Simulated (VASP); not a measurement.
# Sb (P-1) in VASP: electric field gradients with PBE

Aim: the electric field gradients of Sb with PBE.

All numbers are computed with VASP 6.6.1; they aren't measurements. Logs are shortened: lines on timing, memory, paths and dates and some standing lists are left out, and cuts for length are marked.

## Step 1: The cell of the first run

The typed cell holds 2 atoms: a = 4.391 Å, b = 4.534 Å, c = 4.555 Å, α = 57.29°, β = 56.64°, γ = 57.61°.

## Step 2: Electric field gradients, PBE (equal xy, yz and zx shear strains of -3 %)

The input, INCAR:

```
SYSTEM = Sb
ALGO = Normal ; EDIFF = 1E-8
ENCUT = 520 ; GGA = PE
ISIF = 2 ; ISMEAR = -1
LASPH = .True. ; LCHARG = .False.
LEFG = .True. ; LREAL = .False.
LWAVE = .False. ; NBANDS = 12
NELM = 100 ; PREC = Accurate
SIGMA = 0.05
```

The input, KPOINTS:

```
k-points
0
Gamma
  9 9 9
  0 0 0
```

The input, POSCAR:

```
Sb
1.0
    2.0758155868      1.1532306756      3.6931162498
   -2.2253850772      1.2177486856      3.7576342598
   -0.0189105096     -2.5394593611      3.7812494904
Sb
2
Direct
    0.2336400000      0.2336400000      0.2336400000
    0.7663600000      0.7663600000      0.7663600000
```

Potentials or basis: VASP PAW PBE potentials, release 64 (Sb).

Started as:

```console
> cat potpaw_PBE.64/Sb/POTCAR > POTCAR
> mpirun -np 1 vasp_std > vasp.out
```

OUTCAR:

```text
SYSTEM = Sb
   EDIFF = 1E-8
   ENCUT = 520
   GGA = PE
   ISIF = 2
   ISMEAR = -1
   LASPH = .True.
   LREAL = .False.
   NELM = 100
   PREC = Accurate

 ion  position               nearest neighbor table
   1  0.234  0.234  0.234-   2 2.87   2 2.92   2 2.93   2 3.29   2 3.35   2 3.39
   2  0.766  0.766  0.766-   1 2.87   1 2.92   1 2.93   1 3.29   1 3.35   1 3.39

  LATTYP: Found a triclinic cell.
 ALAT       =     7.5469927792
 B/A-ratio  =     0.5773502692
 C/A-ratio  =     0.8335975033
 COS(alpha) =     0.0051994101
 COS(beta)  =     0.3962281805
 COS(gamma) =     0.8732788530

  Lattice vectors:

 A1 = (   6.5076752316,  -3.8217260567,  -0.0409027794)
 A2 = (   2.2064745676,  -3.7572080467,   0.0236152306)
 A3 = (   4.3201111736,   2.4749413511,  -3.8457675004)

Analysis of symmetry for initial positions (statically):
=====================================================================
 Subroutine PRICEL returns:
 Original cell was already a primitive cell.

 Routine SETGRP: Setting up the symmetry group for a
 triclinic supercell.

 Subroutine GETGRP returns: Found  2 space group operations
 (whereof  2 operations were pure point group operations)
 out of a pool of  2 trial point group operations.

The static configuration has the point symmetry S_2 .

Analysis of symmetry for dynamics (positions and initial velocities):
=====================================================================
 Subroutine PRICEL returns:
 Original cell was already a primitive cell.

 Routine SETGRP: Setting up the symmetry group for a
 triclinic supercell.

 Subroutine GETGRP returns: Found  2 space group operations
 (whereof  2 operations were pure point group operations)
 out of a pool of  2 trial point group operations.

The dynamic configuration has the point symmetry S_2 .

 Subroutine INISYM returns: Found  2 space group operations
 (whereof  2 operations are pure point group operations),
 and found     1 'primitive' translations

----------------------------------------------------------------------------------------

                                     Primitive cell

[... 136 lines left out ...]
  energy without entropy =       -8.22923761  energy(sigma->0) =       -8.23036303

 E-fermi :   7.3550     XC(G=0):  -9.5646

 val. band max:        7.3437493730   @ k =   0.1111   0.1111   0.3333
 cond. band min:       7.3687267788   @ k =   0.1111   0.3333   0.1111
 fundamental gap:      0.0249774057
 Fermi energy:         7.3550200170

 k-point     1 :       0.0000    0.0000    0.0000
  band No.  band energies     occupation
      1      -5.4000      2.00000
      2       2.6220      2.00000
      3       5.1939      2.00000
      4       5.4182      2.00000
      5       5.8323      2.00000
      6       9.4285      0.00000
      7       9.8800      0.00000
      8      10.3176      0.00000
      9      12.2855      0.00000
     10      12.5414      0.00000
     11      12.7943      0.00000
     12      13.9442      0.00000
[... 331 lines left out ...]
 k-point    24 :       0.0000    0.3333    0.0000
  band No.  band energies     occupation
      1      -4.2189      2.00000
      2      -0.7500      2.00000
      3       5.4777      2.00000
      4       5.5580      2.00000
      5       6.6678      2.00000
      6       8.0576      0.00000
      7       8.1572      0.00000
      8       8.6766      0.00000
      9      13.0014      0.00000
     10      13.6836      0.00000
     11      14.5196      0.00000
     12      17.7314      0.00000

 [... further k-points ...]

------------------------ aborting loop because EDIFF is reached ----------------------------------------

  FORCE on cell =-STRESS in cart. coord.  units (eV):
  Direction    XX          YY          ZZ          XY          YZ          ZX
  --------------------------------------------------------------------------------------
  -------------------------------------------------------------------------------------
  Total        0.8918780      1.6628608      1.1062963      0.0768681      0.7145729      0.3251454
  in kB       23.8378101     44.4443736     29.5687070      2.0545046     19.0988604      8.6903748
  external PRESSURE =      32.6169636 kB  Pullay stress =       0.0000000 kB

 VOLUME and BASIS-vectors are now :
 -----------------------------------------------------------------------------
  energy-cutoff  :      520.00
  volume of cell :       59.94
      direct lattice vectors                 reciprocal lattice vectors
     2.075815587  1.153230676  3.693116250     0.236000959  0.139189927  0.094659202
    -2.225385077  1.217748686  3.757634260    -0.229198012  0.132105678  0.087574954
    -0.018910510 -2.539459361  3.781249490    -0.002733666 -0.267226324  0.084981939

 POSITION                                       TOTAL-FORCE (eV/Angst)
 -----------------------------------------------------------------------------------
     -0.03936     -0.03936      2.62424         0.083169      0.152126      0.250873
     -0.12912     -0.12912      8.60776        -0.083169     -0.152126     -0.250873
 -----------------------------------------------------------------------------------
    total drift:                                0.000000     -0.000000      0.000000

  FREE ENERGIE OF THE ION-ELECTRON SYSTEM (eV)
  ---------------------------------------------------
  free  energy   TOTEN  =        -8.2314884436 eV

  energy  without entropy=       -8.2292376070  energy(sigma->0) =       -8.23036303

 Electric field gradients (V/A^2)
---------------------------------------------------------------------
 ion       V_xx      V_yy      V_zz      V_xy      V_xz      V_yz
---------------------------------------------------------------------
   1      30.084    13.958   -44.042    -7.328   -13.975   -21.127
   2      30.084    13.958   -44.042    -7.328   -13.975   -21.127
---------------------------------------------------------------------

 Electric field gradients after diagonalization (V/A^2)
 (convention: |V_zz| > |V_xx| > |V_yy|)
----------------------------------------------------------------------
 ion       V_xx      V_yy      V_zz     asymmetry (V_yy - V_xx)/ V_zz
----------------------------------------------------------------------
   1      33.501    20.309   -53.810       0.245
   2      33.501    20.309   -53.810       0.245
----------------------------------------------------------------------

           NMR quadrupolar parameters

 Cq : quadrupolar parameter    Cq=e*Q*V_zz/h
 eta: asymmetry parameters     (V_yy - V_xx)/ V_zz
 Q  : nuclear electric quadrupole moment in mb (millibarn)
----------------------------------------------------------------------
 ion       Cq(MHz)       eta       Q (mb)
----------------------------------------------------------------------
   1      -0.130       0.245       1.000
   2      -0.130       0.245       1.000
----------------------------------------------------------------------
```

Wall time 3.5 min (1 thread of Intel Xeon Platinum 8488C (Sapphire Rapids), shared host); peak memory 0.36 GiB.

Results:

* Free energy: -8.2315 eV
* Pressure: 3.3 GPa
* Largest force: 0.305 eV/Å
* Band gap on the k mesh: zero (bands 5 and 6 overlap by 0.11 eV)
* Largest electric field gradient by atom: Sb -53.8 V/Å²

Forces on the atoms (eV/Å):
```
Sb   0.083  0.152  0.251
Sb  -0.083 -0.152 -0.251
```

Levels at points of the mesh, in eV from the Fermi level:
```csv
k point,band 1,band 2,band 3,band 4,band 5,band 6,band 7,band 8,band 9,band 10
"(0.00, 0.00, 0.00)",-12.76,-4.73,-2.16,-1.94,-1.52,2.07,2.52,2.96,4.93,5.19
```

Electric field gradients, principal values (V/Å²):
| atom | least | middle | greatest (by size) |
| --- | --- | --- | --- |
| 1 Sb | 20.309 | 33.501 | -53.810 |
| 2 Sb | 20.309 | 33.501 | -53.810 |

Caveat: the cell differs from its parent crystal (equal xy, yz and zx shear strains of -3 %); the cell stands under pressure; without QUAD_EFG the Cq values of the log hold for a quadrupole moment of 1 mb, not for the nuclei; spin-orbit coupling is left out, which moves the levels of the heavy elements.
